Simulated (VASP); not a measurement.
# Ti (P6_3/mmc) in VASP: notebook, part 2 of 2

VASP 6.6.1. Earlier steps stand in the parts before.

## 5. Single point, r2SCAN

POSCAR reads:

```
Ti
1.0
    2.9358559451      0.0000000000      0.0000000000
   -1.4679279726      2.5425258303      0.0000000000
    0.0000000000      0.0000000000      4.6416239676
Ti
2
Direct
    0.3333333333      0.6666666667      0.2500000000
    0.6666666667      0.3333333333      0.7500000000
```

INCAR.step1 reads:

```
PREC = Accurate
ENCUT = 520
ISMEAR = -1
SIGMA = 0.1
LREAL = False
LASPH = True
NELM = 80
NBANDS = 19
GGA = PE
ALGO = Normal
EDIFF = 1E-4
LWAVE = True
LCHARG = False
```

INCAR.step2 reads:

```
PREC = Accurate
ENCUT = 520
EDIFF = 1E-7
ISMEAR = -1
SIGMA = 0.1
LREAL = False
LASPH = True
NELM = 80
ALGO = Normal
ISIF = 2
LWAVE = False
LCHARG = True
METAGGA = R2SCAN
LMIXTAU = True
LELF = True
LVHAR = True
NBANDS = 19
ISTART = 1
```

KPOINTS reads:

```
Automatic mesh
0
Gamma
  18 18 10
```

Potentials or basis: VASP PAW PBE potentials, release 64 (Ti_sv).

The run is started by

```
$ cat potpaw_PBE.64/Ti_sv/POTCAR > POTCAR
$ cp INCAR.step1 INCAR
$ mpirun -np 1 vasp_std > vasp.out
$ cp INCAR.step2 INCAR
$ mpirun -np 1 vasp_std > vasp.out
```

OUTCAR:

```text
PREC = Accurate
   ENCUT = 520
   EDIFF = 1E-7
   ISMEAR = -1
   LREAL = False
   LASPH = True
   NELM = 80
   ISIF = 2
   METAGGA = R2SCAN
   ISTART = 1

 ion  position               nearest neighbor table
   1  0.333  0.667  0.250-   2 2.87   2 2.87   2 2.87   2 2.87   2 2.87   2 2.87
   2  0.667  0.333  0.750-   1 2.87   1 2.87   1 2.87   1 2.87   1 2.87   1 2.87

  LATTYP: Found a hexagonal cell.
 ALAT       =     2.9358559451
 C/A-ratio  =     1.5810121663

[... 191 lines left out ...]
      1     -50.8025      2.00000
      2     -50.6565      2.00000
      3     -26.3653      2.00000
      4     -25.6967      2.00000
      5     -25.6966      2.00000
      6     -25.6195      2.00000
[... 505 lines left out ...]
      6     -25.8705      2.00000
[... 11 lines left out ...]
     18      12.1761      0.00000
     19      12.8409      0.00000

 [... further k-points ...]
[... 5 lines left out ...]
  --------------------------------------------------------------------------------------
  -------------------------------------------------------------------------------------
  Total        0.0822773      0.0822773      0.0739916     -0.0000000     -0.0000000      0.0000000
  in kB        3.8047003      3.8047003      3.4215509     -0.0000000     -0.0000000      0.0000000
  external PRESSURE =       3.6769838 kB  Pullay stress =       0.0000000 kB

 VOLUME and BASIS-vectors are now :
 -----------------------------------------------------------------------------
  energy-cutoff  :      520.00
  volume of cell :       34.65
      direct lattice vectors                 reciprocal lattice vectors
     2.935855945  0.000000000  0.000000000     0.340616167  0.196654836  0.000000000
    -1.467927973  2.542525830  0.000000000     0.000000000  0.393309672  0.000000000
     0.000000000  0.000000000  4.641623968     0.000000000  0.000000000  0.215441838

 POSITION                                       TOTAL-FORCE (eV/Angst)
 -----------------------------------------------------------------------------------
     -0.00000      1.69502      1.16041        -0.000000      0.000000      0.000000
      1.46793      0.84751      3.48122         0.000000     -0.000000      0.000000
 -----------------------------------------------------------------------------------
    total drift:                                0.000000     -0.000000      0.000000

  FREE ENERGIE OF THE ION-ELECTRON SYSTEM (eV)
  ---------------------------------------------------
  free  energy   TOTEN  =       -25.9314732201 eV

  energy  without entropy=      -25.8666844689  energy(sigma->0) =      -25.89907884
```

OSZICAR.step1:

```text
N       E                     dE             d eps       ncg     rms          rms(c)
DAV:   1     0.263250030155E+03    0.26325E+03   -0.13015E+04  8436   0.158E+03
DAV:   2     0.127122403013E+02   -0.25054E+03   -0.24650E+03  8683   0.441E+02
DAV:   3    -0.165054621866E+02   -0.29218E+02   -0.28852E+02 15733   0.124E+02
DAV:   4    -0.177128097071E+02   -0.12073E+01   -0.12058E+01  9732   0.264E+01
DAV:   5    -0.177718087060E+02   -0.58999E-01   -0.58992E-01 12429   0.412E+00    0.119E+01
DAV:   6    -0.157025806098E+02    0.20692E+01   -0.75307E+00  9768   0.275E+01    0.297E+00
DAV:   7    -0.156886692551E+02    0.13911E-01   -0.68974E-01 12683   0.606E+00    0.206E+00
DAV:   8    -0.157155994199E+02   -0.26930E-01   -0.20161E-01  9233   0.515E+00    0.715E-01
DAV:   9    -0.157075223398E+02    0.80771E-02   -0.44654E-02  9508   0.216E+00    0.690E-02
DAV:  10    -0.157079241775E+02   -0.40184E-03   -0.32175E-03 12099   0.338E-01    0.771E-02
DAV:  11    -0.157079558933E+02   -0.31716E-04   -0.10689E-04  6417   0.734E-02
   1 F= -.15707956E+02 E0= -.15669620E+02  d E =-.766711E-01
```

Run time: 4 min. Hardware: 1 thread of Intel Xeon 6975P-C (Granite Rapids), shared host; peak memory 0.25 GiB.

What came out:

```
Free energy            : -25.9315 eV
Pressure               : 0.4 GPa
Band gap on the k mesh : zero (band 12 reaches 9.29 eV, above the bottom of band 13 at 8.06 eV)
```

Caveat: the PAW data sets were made with another functional, which shifts forces and pressure a little.

## 6. Single point, r2SCAN

POSCAR reads:

```
Ti
1.0
    2.9358559450      0.0000000000      0.0000000000
   -1.4679279725      2.5425258302      0.0000000000
    0.0000000000      0.0000000000      4.6416239698
Ti
2
Direct
    0.3333333333      0.6666666667      0.2500000000
    0.6666666667      0.3333333333      0.7500000000
```

INCAR.step1 reads:

```
PREC     = Accurate       # precision mode
ENCUT    = 550            # plane-wave cutoff, eV
ISMEAR   = -1             # smearing method
SIGMA    = 0.1            # smearing width, eV
LREAL    = False          # projectors in reciprocal space
LASPH    = True           # aspherical terms in the spheres
NELM     = 120            # most SCF steps
NBANDS   = 19             # bands
GGA      = PE             # functional
ALGO     = Normal         # electronic algorithm
EDIFF    = 1E-5           # SCF threshold, eV
LWAVE    = True           # write WAVECAR
LCHARG   = False          # write CHGCAR
GGA_COMPAT= False
```

INCAR.step2 reads:

```
PREC     = Accurate       # precision mode
ENCUT    = 550            # plane-wave cutoff, eV
EDIFF    = 1E-6           # SCF threshold, eV
ISMEAR   = -1             # smearing method
SIGMA    = 0.1            # smearing width, eV
LREAL    = False          # projectors in reciprocal space
LASPH    = True           # aspherical terms in the spheres
NELM     = 120            # most SCF steps
ALGO     = Normal         # electronic algorithm
ISIF     = 2              # what is computed and relaxed
LWAVE    = False          # write WAVECAR
LCHARG   = False          # write CHGCAR
METAGGA  = R2SCAN         # meta-GGA
LMIXTAU  = True         
NBANDS   = 19             # bands
ISTART   = 1            
GGA_COMPAT= False
```

KPOINTS reads:

```
Automatic mesh
0
Gamma
  6 6 4
```

Potentials or basis: VASP PAW PBE potentials, release 64 (Ti_sv).

The run is started by

```
$ cat potpaw_PBE.64/Ti_sv/POTCAR > POTCAR
$ cp INCAR.step1 INCAR
$ mpirun -np 1 vasp_std > vasp.out
$ cp INCAR.step2 INCAR
$ mpirun -np 1 vasp_std > vasp.out
```

Wall time 55 s (1 thread of Intel Xeon 6975P-C, shared host); peak memory 0.16 GiB.

It converged, with:

```yaml
Free_energy: -25.9251 eV
Pressure: 0.5 GPa
Band_gap_on_the_k_mesh: zero (band 12 reaches 9.29 eV, above the bottom of band 13 at 8.08 eV)
```

Stress tensor (GPa, compression positive):
```
0.20 0.00 0.00
0.00 0.20 0.00
0.00 0.00 1.14
```

Levels at points of the mesh, in eV from the Fermi level:
| k point | band 10 | band 11 | band 12 | band 13 | band 14 | band 15 |
| --- | --- | --- | --- | --- | --- | --- |
| (0.00, 0.00, 0.00) | -2.88 | 0.57 | 0.85 | 0.85 | 0.98 | 1.38 |
| (0.50, 0.00, 0.00) | -2.31 | -1.96 | -0.86 | 0.60 | 0.70 | 1.26 |
| (0.00, 0.00, 0.50) | -4.70 | 0.06 | 0.06 | 0.76 | 0.76 | 0.76 |
| (0.50, 0.00, 0.50) | -2.70 | -0.89 | -0.89 | 1.23 | 1.23 | 1.90 |

Caveat: the k points lie up to 0.41 Å⁻¹ apart; the PAW data sets were made with another functional, which shifts forces and pressure a little.

## 7. Overview

| k mesh | cutoff (eV) | smearing | gap on the mesh (eV) | pressure (GPa) |
| --- | --- | --- | --- | --- |
| 12 × 12 × 7 | 520 | methfessel-paxton 0.6 eV | none | 0.0 |
| 12 × 12 × 7 | 520 | methfessel-paxton 1 eV | none | 0.0 |
| 13 × 13 × 7 | 520 | fermi-dirac 0.1 eV | none | 0.4 |
| 18 × 18 × 10 | 520 | fermi-dirac 0.1 eV | none | 0.4 |
| 6 × 6 × 4 | 550 | fermi-dirac 0.1 eV | none | 0.5 |

Alike in all rows: task single point; level r2SCAN; potentials or basis VASP PAW PBE potentials, release 64 (Ti_sv); no spin polarisation; cell as given.

Caveats: some runs use coarse meshes; the PAW data sets were made with another functional, which shifts forces and pressure a little.

Absolute energies hang on the potentials; compare differences alone.
